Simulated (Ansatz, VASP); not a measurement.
BaTiO3 in VASP and in Ansatz

```xyz
5
Lattice="3.9721 0.0000 0.0000 0.0000 2.8906 2.9160 0.0000 -2.8906 2.9160" Properties=species:S:1:pos:R:3 pbc="T T T"
Ba    0.0000    0.0000    0.0684
Ti    1.9861    0.0000    3.0789
O     0.0000    0.0000    2.8422
O     1.9861   -1.3966    4.2861
O     1.9861    1.3966    4.2861
```

Alike in both runs: functional PBE; k mesh 8 × 8 × 8; occupations gaussian, width 0.02 eV; no spin polarisation.

Ansatz relaxed the structure, and its values are those at the end. VASP's run is a single point on that final structure, the one shown.

```csv
,VASP,Ansatz
version,VASP 6.6.1,Ansatz 0.2.0
potentials or method,"VASP PAW PBE potentials, release 64 (Ba_sv, Ti_sv, O), cutoff 520 eV","scalar-relativistic, plane waves, PAW"
valence electrons in the cell,40,40
```

VASP gave:

| Quantity | Value |
| --- | --- |
| gap on the k mesh at the Fermi level (eV) | 2.35 |
| least direct gap on the mesh (eV) | 2.89 |
| pressure (GPa) | 1.6 |
| rms of the force components (eV/Å) | 0.036 |

Problem. Which values does Ansatz return?

Solution. gap on the k mesh at the Fermi level (eV): 2.39; least direct gap on the mesh (eV): 2.90; pressure (GPa): 0.0; rms of the force components (eV/Å): 0.000.

The functional is the same, so the differences come from potentials, cutoffs and numerics.

Neither program's run includes spin-orbit coupling.
